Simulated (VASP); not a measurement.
# ZrB (Fm-3m) in VASP: notebook

Aim: see how the results for ZrB move with the level of theory and the settings. Levels: PBEsol, LDA. Tasks: single point.

Everything below comes from runs of VASP 6.6.1. Logs are shortened: lines on timing, memory, paths and dates and some standing lists are left out, and cuts for length are marked.

## 1. The cell of the first run

It takes space group Fm-3m (No. 225, cubic). Conventional cell: a = 4.587 Å, b = 4.587 Å, c = 4.587 Å, α = 90.00°, β = 90.00°, γ = 90.00°. Zr (site symmetry m-3m) has 6 B at 2.29 Å within 3.0 Å. B (site symmetry m-3m) has 6 Zr at 2.29 Å within 3.0 Å.

## 2. Single point, PBEsol

Contents of INCAR:

```
ALGO     = Normal         # electronic algorithm
EDIFF    = 1E-7           # SCF threshold, eV
ENCUT    = 520            # plane-wave cutoff, eV
GGA      = PS             # functional
ISIF     = 2              # what is computed and relaxed
ISMEAR   = -1             # smearing method
LASPH    = True           # aspherical terms in the spheres
LCHARG   = False          # write CHGCAR
LREAL    = False          # projectors in reciprocal space
LWAVE    = False          # write WAVECAR
NBANDS   = 14             # bands
NELM     = 100            # most SCF steps
PREC     = Accurate       # precision mode
SIGMA    = 0.05           # smearing width, eV
```

Contents of KPOINTS:

```
k-points
0
Gamma
  10 10 10
```

Contents of POSCAR:

```
ZrB
1.0
    0.0000000000      2.2935772291      2.2935772291
    2.2935772291      0.0000000000      2.2935772291
    2.2935772291      2.2935772291      0.0000000000
Zr B
1 1
Direct
    0.0000000000      0.0000000000      0.0000000000
    0.5000000000      0.5000000000      0.5000000000
```

Potentials or basis: VASP PAW PBE potentials, release 64 (Zr_sv, B).

On the command line:

```sh
> cat potpaw_PBE.64/Zr_sv/POTCAR potpaw_PBE.64/B/POTCAR > POTCAR
> mpirun -np 1 vasp_std > vasp.out
```

OUTCAR:

```text
EDIFF = 1E-7
   ENCUT = 520
   GGA = PS
   ISIF = 2
   ISMEAR = -1
   LASPH = True
   LREAL = False
   NELM = 100
   PREC = Accurate

 ion  position               nearest neighbor table
   1  0.000  0.000  0.000-   2 2.29   2 2.29   2 2.29   2 2.29   2 2.29   2 2.29
   2  0.500  0.500  0.500-   1 2.29   1 2.29   1 2.29   1 2.29   1 2.29   1 2.29

  LATTYP: Found a face centered cubic cell.
 ALAT       =     4.5871544582

  Lattice vectors:

 A1 = (   0.0000000000,   2.2935772291,   2.2935772291)
 A2 = (   2.2935772291,   0.0000000000,   2.2935772291)
 A3 = (   2.2935772291,   2.2935772291,   0.0000000000)

Analysis of symmetry for initial positions (statically):
=====================================================================
 Subroutine PRICEL returns:
 Original cell was already a primitive cell.

 Routine SETGRP: Setting up the symmetry group for a
 face centered cubic supercell.

 Subroutine GETGRP returns: Found 48 space group operations
 (whereof 48 operations were pure point group operations)
 out of a pool of 48 trial point group operations.

The static configuration has the point symmetry O_h .

Analysis of symmetry for dynamics (positions and initial velocities):
=====================================================================
 Subroutine PRICEL returns:
 Original cell was already a primitive cell.

 Routine SETGRP: Setting up the symmetry group for a
 face centered cubic supercell.

 Subroutine GETGRP returns: Found 48 space group operations
 (whereof 48 operations were pure point group operations)
 out of a pool of 48 trial point group operations.

The dynamic configuration has the point symmetry O_h .

 Subroutine INISYM returns: Found 48 space group operations
 (whereof 48 operations are pure point group operations),
 and found     1 'primitive' translations

----------------------------------------------------------------------------------------

                                     Primitive cell

  volume of cell :      24.1307

  direct lattice vectors                    reciprocal lattice vectors
     0.000000000  2.293577229  2.293577229    -0.218000072  0.218000072  0.218000072
     2.293577229  0.000000000  2.293577229     0.218000072 -0.218000072  0.218000072
     2.293577229  2.293577229  0.000000000     0.218000072  0.218000072 -0.218000072

  length of vectors
     3.243608024  3.243608024  3.243608024     0.377587200  0.377587200  0.377587200

  position of ions in fractional coordinates (direct lattice)
     0.000000000  0.000000000  0.000000000
     0.500000000  0.500000000  0.500000000

  ion indices of the primitive-cell ions
   primitive index   ion index
                 1           1
                 2           2

----------------------------------------------------------------------------------------

 KPOINTS: k-points

Automatic generation of k-mesh.
 Grid dimensions read from file:
 generate k-points for:   10   10   10

 Generating k-lattice:

  Cartesian coordinates                     Fractional coordinates (reciprocal lattice)
    -0.021800007  0.021800007  0.021800007     0.100000000  0.000000000  0.000000000
     0.021800007 -0.021800007  0.021800007     0.000000000  0.100000000  0.000000000
     0.021800007  0.021800007 -0.021800007     0.000000000  0.000000000  0.100000000

  Length of vectors
     0.037758720  0.037758720  0.037758720

  Shift w.r.t. Gamma in fractional coordinates (k-lattice)
     0.000000000  0.000000000  0.000000000

 Subroutine IBZKPT returns following result:
 ===========================================

 Found     47 irreducible k-points:

 Following reciprocal coordinates:
            Coordinates               Weight
  0.000000  0.000000  0.000000      1.000000
  0.100000  0.000000  0.000000      8.000000
  0.200000  0.000000  0.000000      8.000000
  0.300000  0.000000  0.000000      8.000000
  0.400000  0.000000  0.000000      8.000000
  0.500000  0.000000  0.000000      4.000000
[... 16 lines left out ...]
  0.300000  0.300000  0.000000      6.000000
  0.400000  0.300000  0.000000     24.000000
 [... further k-points ...]
   k-points           NKPTS =     47   k-points in BZ     NKDIM =     47   number of bands    NBANDS=     14
   number of dos      NEDOS =    301   number of ions     NIONS =      2
   total plane-waves  NPLWV =  13824
   dimension x,y,z NGX =    24 NGY =   24 NGZ =   24
   dimension x,y,z NGXF=    48 NGYF=   48 NGZF=   48
   ions per type =               1   1
   NGX,Y,Z   is equivalent  to a cutoff of  12.30, 12.30, 12.30 a.u.
   NGXF,Y,Z  is equivalent  to a cutoff of  24.60, 24.60, 24.60 a.u.
 SYSTEM =  unknown system
   PREC   = accura    normal or accurate (medium, high low for compatibility)
   ISTART =      0    job   : 0-new  1-cont  2-samecut
   ICHARG =      2    charge: 1-file 2-atom 10-const
   ISPIN  =      1    spin polarized calculation?
   LNONCOLLINEAR =      F non collinear calculations
   LSORBIT =      F    spin-orbit coupling
   LASPH  =      T    aspherical Exc in radial PAW
   ENCUT  =  520.0 eV  38.22 Ry    6.18 a.u.   6.03  6.03  6.03*2*pi/ulx,y,z
   NELM   =    100;   NELMIN=  2; NELMDL= -5     # of ELM steps
   EDIFF  = 0.1E-06   stopping-criterion for ELM
   LREAL  =      F    real-space projection
   EDIFFG = 0.1E-05   stopping-criterion for IOM
   NSW    =      0    number of steps for IOM
   IBRION =     -1    ionic relax: 0-MD 1-quasi-New 2-CG
   NFREE  =      0    steps in history (QN), initial steepest desc. (CG)
   ISIF   =      2    stress and relaxation
   ISYM   =      2    0-nonsym 1-usesym 2-fastsym
   POTIM  = 0.5000    time-step for ionic-motion
   TEBEG  =    0.0;   TEEND  =   0.0 temperature during run
   PSTRESS=    0.0 pullay stress
   NELECT =      15.0000    total number of electrons
   NUPDOWN=      -1.0000    fix difference up-down
   EMIN   =  10.00;   EMAX   =-10.00  energy-range for DOS
   EFERMI =   0.00;   METHOD = LEGACY
   ISMEAR =    -1;   SIGMA  =   0.05  broadening in eV -4-tet -1-fermi 0-gaus
   EFERMI_NEDOS =   21; number of points for ismear=-14 and -15
   IALGO  =     38    algorithm
   IMIX   =      4    mixing-type and parameters
     AMIX     =   0.40;   BMIX     =  1.00
     AMIX_MAG =   1.60;   BMIX_MAG =  1.00
  volume/ion in A,a.u.               =      12.07        81.42
  Fermi-wavevector in a.u.,A,eV,Ry     =   1.397168  2.640264 26.559630  1.952078
  Thomas-Fermi vector in A             =   2.520450
   LORBIT       =      0    0 simple, 1 ext, 2 COOP (PROOUT), +10 PAW based schemes
   GGA     = PS    functional components
   LHFCALC =     F    Hartree Fock is set to
   AEXX    =    0.0000 exact exchange contribution
   IVDW    =     0    specifies the selected vdW correction
   LEPSILON=     F    determine dielectric tensor
   LRPA    =     F    only Hartree local field effects (RPA)
 non-spin polarized calculation
  energy-cutoff  :      520.00
  volume of cell :       24.13
 maximum number of plane-waves:       666
   NGX = 13   NGY = 13   NGZ = 13

 number of electron      15.0000000 magnetization

 Free energy of the ion-electron system (eV)
  ---------------------------------------------------
  ext. energy  EPLUGINS =         0.00000000
  ---------------------------------------------------
  free energy    TOTEN  =       -16.39855625 eV

  energy without entropy =      -16.39132962  energy(sigma->0) =      -16.39494294

 E-fermi :   9.3352     XC(G=0): -12.5284

 val. band max:        9.2573649751   @ k =  -0.2000   0.1000   0.0000
 cond. band min:       9.3825489215   @ k =   0.5000   0.3000   0.1000
 fundamental gap:      0.1251839464
 Fermi energy:         9.3352471834

 k-point     1 :       0.0000    0.0000    0.0000
  band No.  band energies     occupation
      1     -37.1497      2.00000
      2     -14.8830      2.00000
      3     -14.8830      2.00000
      4     -14.8830      2.00000
      5       0.9758      2.00000
      6      11.2695      0.00000
      7      11.2695      0.00000
      8      11.2695      0.00000
      9      13.1860      0.00000
     10      13.1860      0.00000
     11      13.2855      0.00000
     12      13.2855      0.00000
     13      13.2855      0.00000
     14      20.5598      0.00000

 k-point     2 :       0.1000    0.0000    0.0000
  band No.  band energies     occupation
      1     -37.1359      2.00000
      2     -14.9985      2.00000
      3     -14.8935      2.00000
      4     -14.8935      2.00000
      5       1.2653      2.00000
      6      10.4902      0.00000
      7      10.9829      0.00000
      8      10.9829      0.00000
      9      12.0016      0.00000
     10      12.0016      0.00000
     11      13.6701      0.00000
     12      15.3232      0.00000
     13      15.3232      0.00000
     14      21.2627      0.00000

 k-point     3 :       0.2000    0.0000    0.0000
  band No.  band energies     occupation
      1     -37.0998      2.00000
      2     -15.2904      2.00000
      3     -14.9206      2.00000
      4     -14.9206      2.00000
      5       2.0538      2.00000
      6       9.1347      1.96438
      7       9.7361      0.00066
      8       9.7361      0.00066
      9      12.5290      0.00000
     10      12.5290      0.00000
     11      14.1605      0.00000
     12      17.6794      0.00000
     13      17.6794      0.00000
     14      22.8201      0.00000
[... 324 lines left out ...]
 k-point    23 :       0.3000    0.3000    0.0000
  band No.  band energies     occupation
      1     -37.0226      2.00000
      2     -15.5634      2.00000
      3     -15.1375      2.00000
      4     -15.1375      2.00000
      5       3.0392      2.00000
      6       7.5306      2.00000
      7       8.9024      1.99965
      8      11.1500      0.00000
      9      11.1500      0.00000
     10      14.3271      0.00000
     11      16.7950      0.00000
     12      16.7950      0.00000
     13      20.9322      0.00000
     14      25.7890      0.00000

 k-point    24 :       0.4000    0.3000    0.0000
  band No.  band energies     occupation
      1     -36.9932      2.00000
      2     -15.7050      2.00000
      3     -15.2130      2.00000
      4     -15.1772      2.00000
      5       3.2232      2.00000
      6       7.7230      2.00000
      7       8.4946      2.00000
      8      10.7937      0.00000
      9      11.6420      0.00000
     10      15.2357      0.00000
     11      16.9186      0.00000
     12      17.1745      0.00000
     13      21.6041      0.00000
     14      24.2365      0.00000

 [... further k-points ...]
[... 5 lines left out ...]
  --------------------------------------------------------------------------------------
  -------------------------------------------------------------------------------------
  Total        6.2504815      6.2504815      6.2504815      0.0000000      0.0000000     -0.0000000
  in kB      415.0055960    415.0055960    415.0055960      0.0000000      0.0000000     -0.0000000
  external PRESSURE =     415.0055960 kB  Pullay stress =       0.0000000 kB

 VOLUME and BASIS-vectors are now :
 -----------------------------------------------------------------------------
  energy-cutoff  :      520.00
  volume of cell :       24.13
      direct lattice vectors                 reciprocal lattice vectors
     0.000000000  2.293577229  2.293577229    -0.218000072  0.218000072  0.218000072
     2.293577229  0.000000000  2.293577229     0.218000072 -0.218000072  0.218000072
     2.293577229  2.293577229  0.000000000     0.218000072  0.218000072 -0.218000072

 POSITION                                       TOTAL-FORCE (eV/Angst)
 -----------------------------------------------------------------------------------
      0.00000      0.00000      0.00000         0.000000     -0.000000     -0.000000
      2.29358      2.29358      2.29358         0.000000      0.000000      0.000000
 -----------------------------------------------------------------------------------
    total drift:                                0.000000     -0.000000     -0.000000

  FREE ENERGIE OF THE ION-ELECTRON SYSTEM (eV)
  ---------------------------------------------------
  free  energy   TOTEN  =       -16.3985562544 eV

  energy  without entropy=      -16.3913296172  energy(sigma->0) =      -16.39494294
```

Run time: 5.3 s. Hardware: 1 thread of Intel Xeon 6975P-C (Granite Rapids), shared host; peak memory 0.15 GiB.

What came out:

```
Free energy : -16.3986 eV
Pressure    : 41.5 GPa
```

Caveat: the PAW data sets were made with another functional, which shifts forces and pressure a little.

## 3. Single point, PBEsol

This run uses another cell than the first one, of 12.32 Å³/atom, 1.021 times its volume.

Contents of INCAR:

```
ALGO = Normal
EDIFF = 1E-6
ENCUT = 520
GGA = PS
ISIF = 2
ISMEAR = -1
LASPH = T
LCHARG = F
LREAL = F
LWAVE = F
NBANDS = 14
NELM = 80
PREC = Accurate
SIGMA = 0.05
```

KPOINTS is that of step 2.

Contents of POSCAR:

```
ZrB
1.0
    0.0000000000      2.3093955030      2.3093955030
    2.3093955030      0.0000000000      2.3093955030
    2.3093955030      2.3093955030      0.0000000000
Zr B
1 1
Direct
    0.0000000000      0.0000000000      0.0000000000
    0.5000000000      0.5000000000      0.5000000000
```

Potentials or basis: VASP PAW PBE potentials, release 64 (Zr_sv, B).

On the command line:

```sh
> cat potpaw_PBE.64/Zr_sv/POTCAR potpaw_PBE.64/B/POTCAR > POTCAR
> mpirun -np 1 vasp_std > vasp.out
```

Run time: 5 s. Hardware: 1 thread of Intel Xeon 6975P-C (Granite Rapids), shared host; peak memory 0.14 GiB.

It converged, with:

- Free energy: -16.5191 eV
- Pressure: 35.2 GPa

Levels at points of the mesh, in eV from the Fermi level:
```
           k point  band 4  band 5  band 6  band 7  band 8  band 9  band 10  band 11  band 12  band 13
(0.00, 0.00, 0.00)  -24.32   -8.33    1.92    1.92    1.92    3.78     3.78     3.90     3.90     3.90
(0.50, 0.00, 0.00)  -24.42   -4.26   -3.44   -1.45   -1.45    5.90     5.90     7.55     8.35    13.74
(0.50, 0.50, 0.00)  -24.68   -6.51   -1.21   -0.19    2.65    2.65     5.62     7.11     7.11    10.97
```

Caveat: the PAW data sets were made with another functional, which shifts forces and pressure a little.

## 4. Single point, LDA

This run uses another cell than the first one, of 12.57 Å³/atom, 1.042 times its volume.

Contents of INCAR:

```
PREC = Accurate
ENCUT = 520
EDIFF = 1E-6
ISMEAR = -1
SIGMA = 0.05
LREAL = False
LASPH = True
NELM = 100
ALGO = Normal
ISIF = 2
LWAVE = False
LCHARG = False
GGA = CA
NBANDS = 14
```

Contents of KPOINTS:

```
regular mesh
0
Gamma
  10 10 10
```

Contents of POSCAR:

```
ZrB
1.0
    0.0000000000      2.3250000000      2.3250000000
    2.3250000000      0.0000000000      2.3250000000
    2.3250000000      2.3250000000      0.0000000000
Zr B
1 1
Direct
    0.0000000000      0.0000000000      0.0000000000
    0.5000000000      0.5000000000      0.5000000000
```

Potentials or basis: VASP PAW LDA potentials, release 64 (Zr_sv, B).

On the command line:

```sh
> cat potpaw_LDA.64/Zr_sv/POTCAR potpaw_LDA.64/B/POTCAR > POTCAR
> mpirun -np 1 vasp_std > vasp.out
```

It took 4.2 s on 1 thread of Intel Xeon 6975P-C (Granite Rapids), shared host; peak memory 0.13 GiB.

Results (log left out):

```yaml
Free_energy: -17.2968 eV
Pressure: 25.5 GPa
```

Levels at points of the mesh, in eV from the Fermi level:
```csv
k point,band 4,band 5,band 6,band 7,band 8,band 9,band 10,band 11,band 12,band 13
"(0.00, 0.00, 0.00)",-24.38,-8.20,1.89,1.89,1.89,3.70,3.70,3.81,3.81,3.81
"(0.50, 0.00, 0.00)",-24.48,-4.18,-3.42,-1.41,-1.41,5.73,5.73,7.32,8.34,13.36
"(0.50, 0.50, 0.00)",-24.72,-6.37,-1.14,-0.23,2.56,2.56,5.48,6.90,6.90,10.67
```

## 5. The runs side by side

```tsv
level	potentials or basis	cell	gap on the mesh (eV)	pressure (GPa)
PBEsol	VASP PAW PBE potentials, release 64 (Zr_sv, B)	a = 3.244 Å, angles 60.0°, 2 atoms	none	41.5
PBEsol	VASP PAW PBE potentials, release 64 (Zr_sv, B)	a = 3.266 Å, angles 60.0°, 2 atoms	none	35.2
LDA	VASP PAW LDA potentials, release 64 (Zr_sv, B)	a = 3.288 Å, angles 60.0°, 2 atoms	none	25.5
```

Alike in all rows: task single point; no spin polarisation; k mesh 10 × 10 × 10; cutoff (eV) 520; smearing fermi-dirac 0.05 eV.

Caveats: the PAW data sets were made with another functional, which shifts forces and pressure a little (some runs).

Total energies depend on the potentials used, so only differences within one code and one set of settings carry meaning.
